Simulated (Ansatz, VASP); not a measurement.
Two plane-wave programs on Bi

```
CELL_PARAMETERS angstrom
0.00000 2.50528 2.50528
2.50528 0.00000 2.50528
2.50528 2.50528 0.00000
ATOMIC_POSITIONS crystal
Bi 0.00000 0.00000 0.00000
```

Alike in both runs: task single point; functional PBEsol; k mesh 12 × 12 × 12; occupations fermi-dirac, width 0.1 eV; no spin polarisation.

|  | VASP | Ansatz |
| --- | --- | --- |
| version | VASP 6.6.1 | Ansatz 0.2.0 |
| potentials or method | VASP PAW PBE potentials, release 64 (Bi_d), cutoff 520 eV | plane waves (420 eV) with PAW, scalar-relativistic |
| valence electrons in the cell | 15 | 15 |

VASP gave:

```
pressure (GPa) : -2.4
```

What did Ansatz give for the same quantities?

Pressure (GPa): -2.3.

VASP's potentials were made for PBE, not for PBEsol, and Ansatz warns of the same on its side.

Spin-orbit coupling is off throughout.
